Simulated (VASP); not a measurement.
# KI (I4/mmm) in VASP: a series of runs, part 2 of 2

VASP 6.6.1. Earlier steps stand in the parts before.

### 3 Single point, PBEsol (strain +0.0300 x Voigt [0, 0, 1, 0, 0, 0])

Contents of INCAR:

```
SYSTEM = KI
PREC = Accurate ; ENCUT = 520
EDIFF = 1E-7 ; ISMEAR = 0
SIGMA = 0.05 ; LREAL = .False.
LASPH = .True. ; NELM = 100
ALGO = Normal ; ISIF = 2
LWAVE = .False. ; LCHARG = .True.
GGA = PS ; LELF = .True.
LVHAR = .True. ; NBANDS = 15
```

Contents of KPOINTS:

```
regular mesh
0
Gamma
  6 6 6
  0 0 0
```

Contents of POSCAR:

```
KI
1.0
    0.0000000000      3.5245500000      3.6302865000
    3.5245500000      0.0000000000      3.6302865000
    3.5245500000      3.5245500000      0.0000000000
K I
1 1
Direct
    0.0000000000      0.0000000000      0.0000000000
    0.5000000000      0.5000000000      0.5000000000
```

Potentials or basis: VASP PAW PBE potentials, release 64 (K_sv, I).

Run with:

```console
$ cat potpaw_PBE.64/K_sv/POTCAR potpaw_PBE.64/I/POTCAR > POTCAR
$ mpirun -np 1 vasp_std > vasp.out
```

OUTCAR:

```text
SYSTEM = KI
   PREC = Accurate
   ENCUT = 520
   EDIFF = 1E-7
   ISMEAR = 0
   LREAL = .False.
   LASPH = .True.
   NELM = 100
   ISIF = 2
   GGA = PS

 ion  position               nearest neighbor table
   1  0.000  0.000  0.000-   2 3.52   2 3.52   2 3.52   2 3.52   2 3.63   2 3.63
   2  0.500  0.500  0.500-   1 3.52   1 3.52   1 3.52   1 3.52   1 3.63   1 3.63

  LATTYP: Found a body centered tetragonal cell.
 ALAT       =     4.9844664113
 C/A-ratio  =     1.4566399692

  Lattice vectors:

 A1 = (  -3.5245500000,   0.0000000000,   3.6302865000)
 A2 = (   3.5245500000,   0.0000000000,   3.6302865000)
 A3 = (   0.0000000000,   3.5245500000,  -3.6302865000)

Analysis of symmetry for initial positions (statically):
=====================================================================
 Subroutine PRICEL returns:
 Original cell was already a primitive cell.

 Routine SETGRP: Setting up the symmetry group for a
 body centered tetragonal supercell.

 Subroutine GETGRP returns: Found 16 space group operations
 (whereof 16 operations were pure point group operations)
 out of a pool of 16 trial point group operations.

The static configuration has the point symmetry D_4h.

Analysis of symmetry for dynamics (positions and initial velocities):
=====================================================================
 Subroutine PRICEL returns:
 Original cell was already a primitive cell.

 Routine SETGRP: Setting up the symmetry group for a
 body centered tetragonal supercell.

 Subroutine GETGRP returns: Found 16 space group operations
 (whereof 16 operations were pure point group operations)
 out of a pool of 16 trial point group operations.

The dynamic configuration has the point symmetry D_4h.

 Subroutine INISYM returns: Found 16 space group operations
 (whereof 16 operations are pure point group operations),
 and found     1 'primitive' translations

----------------------------------------------------------------------------------------

                                     Primitive cell

  volume of cell :      90.1941

[... 114 lines left out ...]
   LHFCALC =     F    Hartree Fock is set to
   AEXX    =    0.0000 exact exchange contribution
   IVDW    =     0    specifies the selected vdW correction
   LEPSILON=     F    determine dielectric tensor
   LRPA    =     F    only Hartree local field effects (RPA)
 non-spin polarized calculation
 Gauss-broadening in eV      SIGMA  =   0.05
  energy-cutoff  :      520.00
  volume of cell :       90.19
 maximum number of plane-waves:      2453
 NGX is ok and might be reduce to    40
   NGX = 19   NGY = 19   NGZ = 19

 number of electron      16.0000000 magnetization

 Free energy of the ion-electron system (eV)
  ---------------------------------------------------
  ext. energy  EPLUGINS =         0.00000000
  ---------------------------------------------------
  free energy    TOTEN  =        -5.80692301 eV

  energy without entropy =       -5.80692301  energy(sigma->0) =       -5.80692301

 E-fermi :  -0.3906     XC(G=0):  -7.2488

 val. band max:       -0.6207535299   @ k =   0.0000   0.0000   0.0000
 cond. band min:       3.1448903064   @ k =   0.0000   0.0000   0.0000
 fundamental gap:      3.7656438363
 Fermi energy:        -0.3905838841

 k-point     1 :       0.0000    0.0000    0.0000
  band No.  band energies     occupation
      1     -28.9869      2.00000
      2     -12.5368      2.00000
      3     -12.5368      2.00000
      4     -12.5364      2.00000
      5     -11.1269      2.00000
      6      -0.6250      2.00000
      7      -0.6208      2.00000
      8      -0.6208      2.00000
      9       3.1449      0.00000
     10       5.6999      0.00000
     11       5.8790      0.00000
     12       5.8790      0.00000
     13       6.4883      0.00000
     14       6.5981      0.00000
[... 401 lines left out ...]
      2     -12.5975      2.00000
      3     -12.5605      2.00000
      4     -12.5506      2.00000
      5     -10.9549      2.00000
      6      -1.5733      2.00000
      7      -1.1382      2.00000
      8      -0.9837      2.00000
      9       4.6221      0.00000
     10       5.4477      0.00000
     11       6.9457      0.00000
     12       7.5270      0.00000
     13       8.1738      0.00000
     14       8.6159      0.00000
     15       9.1287      0.00000

 [... further k-points ...]
[... 5 lines left out ...]
  --------------------------------------------------------------------------------------
  -------------------------------------------------------------------------------------
  Total       -0.1518493     -0.1518493     -0.4673452      0.0000000      0.0000000     -0.0000000
  in kB       -2.6973979     -2.6973979     -8.3017582      0.0000000      0.0000000     -0.0000000
  external PRESSURE =      -4.5655180 kB  Pullay stress =       0.0000000 kB

 VOLUME and BASIS-vectors are now :
 -----------------------------------------------------------------------------
  energy-cutoff  :      520.00
  volume of cell :       90.19
      direct lattice vectors                 reciprocal lattice vectors
     0.000000000  3.524550000  3.630286500    -0.141862082  0.141862082  0.137730176
     3.524550000  0.000000000  3.630286500     0.141862082 -0.141862082  0.137730176
     3.524550000  3.524550000  0.000000000     0.141862082  0.141862082 -0.137730176

 POSITION                                       TOTAL-FORCE (eV/Angst)
 -----------------------------------------------------------------------------------
      0.00000      0.00000      0.00000        -0.000000      0.000000      0.000000
      3.52455      3.52455      3.63029         0.000000     -0.000000     -0.000000
 -----------------------------------------------------------------------------------
    total drift:                                0.000000     -0.000000     -0.000000

  FREE ENERGIE OF THE ION-ELECTRON SYSTEM (eV)
  ---------------------------------------------------
  free  energy   TOTEN  =        -5.8069230089 eV

  energy  without entropy=       -5.8069230089  energy(sigma->0) =       -5.80692301
```

OSZICAR:

```text
N       E                     dE             d eps       ncg     rms          rms(c)
DAV:   1     0.878577140562E+02    0.87858E+02   -0.64176E+03   900   0.898E+02
DAV:   2    -0.292700590508E+00   -0.88150E+02   -0.82441E+02  1202   0.211E+02
DAV:   3    -0.560799434957E+01   -0.53153E+01   -0.52942E+01  1254   0.453E+01
DAV:   4    -0.589411408231E+01   -0.28612E+00   -0.28607E+00  1472   0.877E+00
DAV:   5    -0.589643086645E+01   -0.23168E-02   -0.23168E-02  1274   0.780E-01    0.281E+00
DAV:   6    -0.580983690524E+01    0.86594E-01   -0.92441E-02  1152   0.197E+00    0.202E+00
DAV:   7    -0.580210433567E+01    0.77326E-02   -0.10545E-01  1215   0.171E+00    0.846E-01
DAV:   8    -0.580678949317E+01   -0.46852E-02   -0.13258E-02  1020   0.834E-01    0.236E-01
DAV:   9    -0.580662417373E+01    0.16532E-03   -0.67751E-04  1278   0.156E-01    0.813E-02
DAV:  10    -0.580691573356E+01   -0.29156E-03   -0.34887E-04  1019   0.106E-01    0.473E-02
DAV:  11    -0.580692019123E+01   -0.44577E-05   -0.28136E-05  1367   0.261E-02    0.128E-02
DAV:  12    -0.580692150679E+01   -0.13156E-05   -0.18843E-06  1110   0.107E-02    0.108E-02
DAV:  13    -0.580692290895E+01   -0.14022E-05   -0.14113E-06  1166   0.766E-03    0.264E-03
DAV:  14    -0.580692303547E+01   -0.12652E-06   -0.88389E-08   961   0.189E-03    0.984E-04
DAV:  15    -0.580692300891E+01    0.26562E-07   -0.25998E-08   926   0.106E-03
   1 F= -.58069230E+01 E0= -.58069230E+01  d E =-.200686E-12
```

It took 58 s on 1 thread of Intel Xeon Platinum 8488C (Sapphire Rapids), shared host; peak memory 0.25 GiB.

What came out:

- Free energy: -5.8069 eV
- Pressure: -0.5 GPa
- Band gap on the k mesh: 3.77 eV, direct

Stress tensor (GPa, compression positive):
```
-0.27  0.00  0.00
 0.00 -0.27  0.00
 0.00  0.00 -0.83
```

Caveat: the cell differs from its parent crystal (strain +0.0300 x Voigt [0, 0, 1, 0, 0, 0]); the PAW data sets were made with another functional, which shifts forces and pressure a little; spin-orbit coupling is left out, which moves the levels of the heavy elements.

### 4 Single point, PBEsol (strain +0.0200 x Voigt [0, 0, 1, 0, 0, 0])

Contents of INCAR:

```
PREC = Accurate ; ENCUT = 520
EDIFF = 1E-6 ; ISMEAR = 0
SIGMA = 0.05 ; LREAL = False
LASPH = True ; NELM = 100
ALGO = Normal ; ISIF = 2
LWAVE = False ; LCHARG = True
GGA = PS ; LELF = True
LVHAR = True ; NBANDS = 15
```

Contents of KPOINTS:

```
regular mesh
0
Gamma
  6 6 6
```

Contents of POSCAR:

```
KI
1.0
    0.0000000000      3.5245500000      3.5950410000
    3.5245500000      0.0000000000      3.5950410000
    3.5245500000      3.5245500000      0.0000000000
K I
1 1
Direct
    0.0000000000      0.0000000000      0.0000000000
    0.5000000000      0.5000000000      0.5000000000
```

Run with:

```console
$ cat potpaw_PBE.64/K_sv/POTCAR potpaw_PBE.64/I/POTCAR > POTCAR
$ mpirun -np 1 vasp_std > vasp.out
```

Run time: 62 s. Hardware: 1 thread of Intel Xeon Platinum 8488C (Sapphire Rapids), shared host; peak memory 0.25 GiB.

Results (log left out):

```
Free energy            : -5.8109 eV
Pressure               : -0.4 GPa
Band gap on the k mesh : 3.79 eV, direct
```

Stress tensor (GPa, compression positive):
```
-0.24  0.00  0.00
 0.00 -0.24  0.00
 0.00  0.00 -0.65
```

Levels at points of the mesh, in eV from the valence-band top:
```csv
k point,band 4,band 5,band 6,band 7,band 8,band 9,band 10,band 11,band 12,band 13
"(0.00, 0.00, 0.00)",-11.90,-10.52,0.00,0.00,0.00,3.79,6.35,6.47,6.47,7.13
"(0.50, 0.00, 0.00)",-11.90,-10.24,-1.32,-0.34,-0.33,5.37,7.57,7.97,8.12,8.64
"(0.50, 0.50, 0.00)",-11.92,-10.38,-1.01,-0.35,-0.35,4.86,5.64,8.03,8.53,8.63
"(0.50, 0.00, 0.50)",-11.92,-10.38,-0.99,-0.39,-0.36,4.84,5.65,8.07,8.61,8.64
```

Caveat: the cell differs from its parent crystal (strain +0.0200 x Voigt [0, 0, 1, 0, 0, 0]); the PAW data sets were made with another functional, which shifts forces and pressure a little; spin-orbit coupling is left out, which moves the levels of the heavy elements.

### 5 Summary

```csv
cell,gap on the mesh (eV),pressure (GPa)
"a = 5.009, b = 5.009, c = 4.984 Å, angles 60.2, 60.2, 59.7°, 2 atoms",3.81,-0.3
"a = 5.060, b = 5.060, c = 4.984 Å, angles 60.5, 60.5, 59.0°, 2 atoms",3.77,-0.5
"a = 5.035, b = 5.035, c = 4.984 Å, angles 60.3, 60.3, 59.3°, 2 atoms",3.79,-0.4
```

Alike in all rows: task single point; level PBEsol; potentials or basis VASP PAW PBE potentials, release 64 (K_sv, I); no spin polarisation; k mesh 6 × 6 × 6; cutoff (eV) 520; smearing gaussian 0.05 eV.

Caveats: the PAW data sets were made with another functional, which shifts forces and pressure a little; spin-orbit coupling is left out, which moves the levels of the heavy elements.

Absolute energies hang on the potentials; compare differences alone.
